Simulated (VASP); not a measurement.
# Li (Fm-3m) in VASP: single point with PBEsol

Aim: the single point of Li with PBEsol.

All numbers are computed with VASP 6.6.1; they aren't measurements. Logs are shortened: lines on timing, memory, paths and dates and some standing lists are left out, and cuts for length are marked.

## (1) The cell of the first run

It takes space group Fm-3m (No. 225, cubic). Conventional cell: a = 4.334 Å, b = 4.334 Å, c = 4.334 Å, α = 90.00°, β = 90.00°, γ = 90.00°. Li (site symmetry m-3m) has 12 Li at 3.06 Å within 4.0 Å.

## (2) Single point, PBEsol

File INCAR:

```
PREC = Accurate
ENCUT = 750
EDIFF = 1E-6
ISMEAR = 0
SIGMA = 0.1
LREAL = False
LASPH = True
NELM = 120
ALGO = Normal
ISIF = 2
LWAVE = False
LCHARG = True
GGA = PS
LELF = True
LVHAR = True
NBANDS = 8
GGA_COMPAT = False
```

File KPOINTS:

```
regular mesh
0
Gamma
  8 8 8
```

File POSCAR:

```
Li
1.0
    0.0000000000      2.1668323349      2.1668323349
    2.1668323349      0.0000000000      2.1668323349
    2.1668323349      2.1668323349      0.0000000000
Li
1
Direct
    0.0000000000      0.0000000000      0.0000000000
```

Potentials or basis: VASP PAW PBE potentials, release 64 (Li_sv).

Run with:

```
$ cat potpaw_PBE.64/Li_sv/POTCAR > POTCAR
$ mpirun -np 1 vasp_std > vasp.out
```

OUTCAR:

```text
PREC = Accurate
   ENCUT = 750
   EDIFF = 1E-6
   ISMEAR = 0
   LREAL = False
   LASPH = True
   NELM = 120
   ISIF = 2
   GGA = PS

 ion  position               nearest neighbor table
   1  0.000  0.000  0.000-

  LATTYP: Found a face centered cubic cell.
 ALAT       =     4.3336646698

  Lattice vectors:

 A1 = (   0.0000000000,   2.1668323349,   2.1668323349)
 A2 = (   2.1668323349,   0.0000000000,   2.1668323349)
 A3 = (   2.1668323349,   2.1668323349,   0.0000000000)

Analysis of symmetry for initial positions (statically):
=====================================================================
 Subroutine PRICEL returns:
 Original cell was already a primitive cell.

 Routine SETGRP: Setting up the symmetry group for a
 face centered cubic supercell.

 Subroutine GETGRP returns: Found 48 space group operations
 (whereof 48 operations were pure point group operations)
 out of a pool of 48 trial point group operations.

The static configuration has the point symmetry O_h .

Analysis of symmetry for dynamics (positions and initial velocities):
=====================================================================
 Subroutine PRICEL returns:
 Original cell was already a primitive cell.

 Routine SETGRP: Setting up the symmetry group for a
 face centered cubic supercell.

 Subroutine GETGRP returns: Found 48 space group operations
 (whereof 48 operations were pure point group operations)
 out of a pool of 48 trial point group operations.

The dynamic configuration has the point symmetry O_h .

 Subroutine INISYM returns: Found 48 space group operations
 (whereof 48 operations are pure point group operations),
 and found     1 'primitive' translations

----------------------------------------------------------------------------------------

                                     Primitive cell

  volume of cell :      20.3473

  direct lattice vectors                    reciprocal lattice vectors
     0.000000000  2.166832335  2.166832335    -0.230751587  0.230751587  0.230751587
     2.166832335  0.000000000  2.166832335     0.230751587 -0.230751587  0.230751587
     2.166832335  2.166832335  0.000000000     0.230751587  0.230751587 -0.230751587

  length of vectors
     3.064363675  3.064363675  3.064363675     0.399673473  0.399673473  0.399673473

  position of ions in fractional coordinates (direct lattice)
     0.000000000  0.000000000  0.000000000

  ion indices of the primitive-cell ions
   primitive index   ion index
                 1           1

----------------------------------------------------------------------------------------

 KPOINTS: regular mesh

Automatic generation of k-mesh.
 Grid dimensions read from file:
 generate k-points for:    8    8    8

 Generating k-lattice:

  Cartesian coordinates                     Fractional coordinates (reciprocal lattice)
    -0.028843948  0.028843948  0.028843948     0.125000000  0.000000000  0.000000000
     0.028843948 -0.028843948  0.028843948     0.000000000  0.125000000  0.000000000
     0.028843948  0.028843948 -0.028843948     0.000000000  0.000000000  0.125000000

  Length of vectors
     0.049959184  0.049959184  0.049959184

  Shift w.r.t. Gamma in fractional coordinates (k-lattice)
     0.000000000  0.000000000  0.000000000

 Subroutine IBZKPT returns following result:
 ===========================================

 Found     29 irreducible k-points:

 Following reciprocal coordinates:
            Coordinates               Weight
  0.000000  0.000000  0.000000      1.000000
  0.125000  0.000000  0.000000      8.000000
  0.250000  0.000000  0.000000      8.000000
  0.375000  0.000000  0.000000      8.000000
  0.500000  0.000000  0.000000      4.000000
  0.125000  0.125000  0.000000      6.000000
[... 16 lines left out ...]
  0.500000  0.250000  0.125000     48.000000
 -0.375000  0.250000  0.125000     24.000000
 [... further k-points ...]
   k-points           NKPTS =     29   k-points in BZ     NKDIM =     29   number of bands    NBANDS=      8
   number of dos      NEDOS =    301   number of ions     NIONS =      1
   total plane-waves  NPLWV =  21952
   dimension x,y,z NGX =    28 NGY =   28 NGZ =   28
   dimension x,y,z NGXF=    56 NGYF=   56 NGZF=   56
   ions per type =               1
   NGX,Y,Z   is equivalent  to a cutoff of  15.19, 15.19, 15.19 a.u.
   NGXF,Y,Z  is equivalent  to a cutoff of  30.38, 30.38, 30.38 a.u.
 SYSTEM =  unknown system
   PREC   = accura    normal or accurate (medium, high low for compatibility)
   ISTART =      0    job   : 0-new  1-cont  2-samecut
   ICHARG =      2    charge: 1-file 2-atom 10-const
   ISPIN  =      1    spin polarized calculation?
   LNONCOLLINEAR =      F non collinear calculations
   LSORBIT =      F    spin-orbit coupling
   LASPH  =      T    aspherical Exc in radial PAW
   ENCUT  =  750.0 eV  55.12 Ry    7.42 a.u.   6.84  6.84  6.84*2*pi/ulx,y,z
   NELM   =    120;   NELMIN=  2; NELMDL= -5     # of ELM steps
   EDIFF  = 0.1E-05   stopping-criterion for ELM
   LREAL  =      F    real-space projection
   EDIFFG = 0.1E-04   stopping-criterion for IOM
   NSW    =      0    number of steps for IOM
   IBRION =     -1    ionic relax: 0-MD 1-quasi-New 2-CG
   NFREE  =      0    steps in history (QN), initial steepest desc. (CG)
   ISIF   =      2    stress and relaxation
   ISYM   =      2    0-nonsym 1-usesym 2-fastsym
   POTIM  = 0.5000    time-step for ionic-motion
   TEBEG  =    0.0;   TEEND  =   0.0 temperature during run
   PSTRESS=    0.0 pullay stress
   NELECT =       3.0000    total number of electrons
   NUPDOWN=      -1.0000    fix difference up-down
   EMIN   =  10.00;   EMAX   =-10.00  energy-range for DOS
   EFERMI =   0.00;   METHOD = LEGACY
   ISMEAR =     0;   SIGMA  =   0.10  broadening in eV -4-tet -1-fermi 0-gaus
   EFERMI_NEDOS =   21; number of points for ismear=-14 and -15
   IALGO  =     38    algorithm
   IMIX   =      4    mixing-type and parameters
     AMIX     =   0.40;   BMIX     =  1.00
     AMIX_MAG =   1.60;   BMIX_MAG =  1.00
  volume/ion in A,a.u.               =      20.35       137.31
  Fermi-wavevector in a.u.,A,eV,Ry     =   0.864862  1.634351 10.176962  0.747986
  Thomas-Fermi vector in A             =   1.983020
   LORBIT       =      0    0 simple, 1 ext, 2 COOP (PROOUT), +10 PAW based schemes
   GGA     = PS    functional components
   LHFCALC =     F    Hartree Fock is set to
   AEXX    =    0.0000 exact exchange contribution
   IVDW    =     0    specifies the selected vdW correction
   LEPSILON=     F    determine dielectric tensor
   LRPA    =     F    only Hartree local field effects (RPA)
 non-spin polarized calculation
 Gauss-broadening in eV      SIGMA  =   0.10
  energy-cutoff  :      750.00
  volume of cell :       20.35
 maximum number of plane-waves:       960
   NGX = 13   NGY = 13   NGZ = 13

 number of electron       2.9999998 magnetization

 Free energy of the ion-electron system (eV)
  ---------------------------------------------------
  ext. energy  EPLUGINS =         0.00000000
  ---------------------------------------------------
  free energy    TOTEN  =        -1.96503392 eV

  energy without entropy =       -1.96359617  energy(sigma->0) =       -1.96431504

 E-fermi :   0.4602     XC(G=0):  -7.0086

 val. band max:        0.4285591061   @ k =   0.3750   0.3750   0.0000
 cond. band min:       0.5996204485   @ k =   0.5000   0.0000   0.0000
 fundamental gap:      0.1710613423
 Fermi energy:         0.4601684739

 k-point     1 :       0.0000    0.0000    0.0000
  band No.  band energies     occupation
      1     -45.2923      2.00000
      2      -2.9460      2.00000
      3      14.9519      0.00000
      4      14.9519      0.00000
      5      14.9519      0.00000
      6      18.7885      0.00000
      7      18.7885      0.00000
      8      18.7885      0.00000

 k-point     2 :       0.1250    0.0000    0.0000
  band No.  band energies     occupation
      1     -45.2895      2.00000
      2      -2.6664      2.00000
      3      12.4203      0.00000
      4      14.4221      0.00000
      5      14.4222      0.00000
      6      18.0255      0.00000
      7      19.7165      0.00000
      8      19.7165      0.00000

 k-point     3 :       0.2500    0.0000    0.0000
  band No.  band energies     occupation
      1     -45.2829      2.00000
      2      -1.8320      2.00000
      3       8.5717      0.00000
      4      13.7016      0.00000
      5      13.7017      0.00000
      6      18.5021      0.00000
      7      19.2539      0.00000
      8      19.2539      0.00000

 k-point     4 :       0.3750    0.0000    0.0000
  band No.  band energies     occupation
      1     -45.2762      2.00000
      2      -0.4999      2.00000
      3       5.2885      0.00000
      4      13.3217      0.00000
      5      13.3217      0.00000
      6      17.7298      0.00000
      7      17.7298      0.00000
      8      18.0801      0.00000

 k-point     5 :       0.5000    0.0000    0.0000
  band No.  band energies     occupation
      1     -45.2734      2.00000
      2       0.5996      0.04859
      3       3.5249      0.00000
      4      13.2308      0.00000
      5      13.2308      0.00000
      6      17.1401      0.00000
      7      17.1401      0.00000
      8      17.7545      0.00000
[... 177 lines left out ...]
 k-point    22 :       0.3750    0.2500    0.1250
  band No.  band energies     occupation
      1     -45.2779      2.00000
      2      -1.0692      2.00000
      3       8.4444      0.00000
      4      10.0625      0.00000
      5      12.8872      0.00000
      6      16.4392      0.00000
      7      16.5861      0.00000
      8      21.7356      0.00000

 k-point    23 :       0.5000    0.2500    0.1250
  band No.  band energies     occupation
      1     -45.2726      2.00000
      2       0.3153      1.95954
      3       5.6444      0.00000
      4       9.3819      0.00000
      5      11.3831      0.00000
      6      15.9966      0.00000
      7      18.9048      0.00000
      8      21.2014      0.00000

 k-point    24 :      -0.3750    0.2500    0.1250
  band No.  band energies     occupation
      1     -45.2704      2.00000
      2       1.5776      0.00000
      3       3.7854      0.00000
      4       9.3468      0.00000
      5      10.7616      0.00000
      6      15.8160      0.00000
      7      19.6675      0.00000
      8      22.9241      0.00000

 [... further k-points ...]
[... 5 lines left out ...]
  --------------------------------------------------------------------------------------
  -------------------------------------------------------------------------------------
  Total       -0.0198149     -0.0198149     -0.0198149      0.0000000     -0.0000000      0.0000000
  in kB       -1.5602621     -1.5602621     -1.5602621      0.0000000     -0.0000000      0.0000000
  external PRESSURE =      -1.5602621 kB  Pullay stress =       0.0000000 kB

 VOLUME and BASIS-vectors are now :
 -----------------------------------------------------------------------------
  energy-cutoff  :      750.00
  volume of cell :       20.35
      direct lattice vectors                 reciprocal lattice vectors
     0.000000000  2.166832335  2.166832335    -0.230751587  0.230751587  0.230751587
     2.166832335  0.000000000  2.166832335     0.230751587 -0.230751587  0.230751587
     2.166832335  2.166832335  0.000000000     0.230751587  0.230751587 -0.230751587

 POSITION                                       TOTAL-FORCE (eV/Angst)
 -----------------------------------------------------------------------------------
      0.00000      0.00000      0.00000        -0.000000      0.000000     -0.000000
 -----------------------------------------------------------------------------------
    total drift:                               -0.000000     -0.000000     -0.000000

  FREE ENERGIE OF THE ION-ELECTRON SYSTEM (eV)
  ---------------------------------------------------
  free  energy   TOTEN  =        -1.9650339174 eV

  energy  without entropy=       -1.9635961722  energy(sigma->0) =       -1.96431504
```

Wall time 4.9 s (1 thread of Intel Xeon Platinum 8559C (Emerald Rapids), shared host); peak memory 0.14 GiB.

What came out:

```yaml
Free_energy: -1.9650 eV
Pressure: -0.2 GPa
```

Caveat: the PAW data sets were made with another functional, which shifts forces and pressure a little.
